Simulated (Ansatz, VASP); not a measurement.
## One calculation of LiCl, two programs

```
CELL_PARAMETERS angstrom
-4.16974 4.16974 2.59348
4.16974 -4.16974 2.59348
4.16974 4.16974 -2.59348
ATOMIC_POSITIONS crystal
Li 0.14230 0.64230 0.78459
Li 0.85770 0.35770 0.21541
Li 0.35770 0.14230 0.50000
Li 0.64230 0.85770 0.50000
Cl 0.84848 0.65152 0.50000
Cl 0.15152 0.34848 0.50000
Cl 0.65152 0.15152 0.80304
Cl 0.34848 0.84848 0.19696
```

Alike in both runs: functional PBE; k mesh 6 × 6 × 6; occupations gaussian, width 0.02 eV; no spin polarisation.

Ansatz relaxed the structure, and its values are those at the end. VASP's run is a single point on that final structure, the one shown.

```csv
,VASP,Ansatz
version,VASP 6.6.1,Ansatz 0.2.0
potentials or method,"VASP PAW PBE potentials, release 64 (Li_sv, Cl), cutoff 520 eV","scalar-relativistic, plane waves, PAW"
valence electrons in the cell,40,40
```

Ansatz gave:

- gap on the k mesh at the Fermi level (eV): 5.42
- least direct gap on the mesh (eV): 5.42

**Question.** Estimate VASP's values.

**Answer.** gap on the k mesh at the Fermi level (eV): 5.43; least direct gap on the mesh (eV): 5.43.

Noted on VASP's run: the cutoff is short for stress, so the pressure is rough.
